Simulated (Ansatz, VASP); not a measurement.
AgCl in VASP and in Ansatz

```xyz
10
Lattice="3.8654 0.0000 0.0000 -1.9327 3.3475 0.0000 0.0000 0.0000 17.0776" Properties=species:S:1:pos:R:3 pbc="T T T"
Ag    0.0000    0.0000   -0.0549
Ag    0.0000    2.2317    3.3739
Ag    0.0000    0.0000    6.8726
Ag    0.0000    2.2317   10.3015
Ag    1.9327    1.1158   13.6621
Cl    1.9327    1.1158    1.6191
Cl    1.9327    1.1158    5.1233
Cl    1.9327    1.1158    8.6274
Cl    0.0000    0.0000   11.9823
Cl    0.0000    2.2317   15.3418
```

Alike in both runs: functional PBE; k mesh 9 × 9 × 3; occupations gaussian, width 0.02 eV; no spin polarisation.

Ansatz relaxed the structure, and its values are those at the end. VASP's run is a single point on that final structure, the one shown.

|  | VASP | Ansatz |
| --- | --- | --- |
| version | VASP 6.6.1 | Ansatz 0.2.0 |
| potentials or method | VASP PAW PBE potentials, release 64 (Ag, Cl), cutoff 520 eV | scalar-relativistic, plane waves, PAW |
| valence electrons in the cell | 90 | 130 |

|  | VASP | Ansatz | Ansatz less VASP |
| --- | --- | --- | --- |
| gap on the k mesh at the Fermi level (eV) | 0.86 | 0.86 | +0.002 |
| least direct gap on the mesh (eV) | 0.94 | 0.95 | +0.002 |
| pressure (GPa) | -0.1 | 0.0 | +0.13 |

VASP's potentials hold 90 valence electrons a cell and Ansatz's 130, so a difference there can come from the potentials and not from the codes.
